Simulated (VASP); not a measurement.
Here is a VASP 6.6.1 calculation.

The input INCAR:

```
PREC = Accurate ; ENCUT = 520
EDIFF = 1E-7 ; ISMEAR = -1
SIGMA = 0.02 ; LREAL = False
LASPH = True ; NELM = 60
ALGO = Normal ; ISIF = 2
LWAVE = False ; LCHARG = True
GGA = PE ; LELF = True
LVHAR = True ; NBANDS = 16
```

File KPOINTS:

```
regular mesh
0
Gamma
  6 6 6
```

File POSCAR:

```
CuI
1.0
    0.0000000000      3.0404536539      3.0404536539
    3.0404536539      0.0000000000      3.0404536539
    3.0404536539      3.0404536539      0.0000000000
Cu I
1 1
Direct
    0.0000000000      0.0000000000      0.0000000000
    0.2500000000      0.2500000000      0.2500000000
```

Potentials or basis: VASP PAW PBE potentials, release 64 (Cu, I).

Run with:

```console
$ cat potpaw_PBE.64/Cu/POTCAR potpaw_PBE.64/I/POTCAR > POTCAR
$ mpirun -np 1 vasp_std > vasp.out
```

(1) What does it give for the band gap on the k mesh?

(2) Predict the pressure.

## Answers

(1) 1.12 eV.

(2) 0.0 GPa.

Caveat: spin-orbit coupling is left out, which moves the levels of the heavy elements.
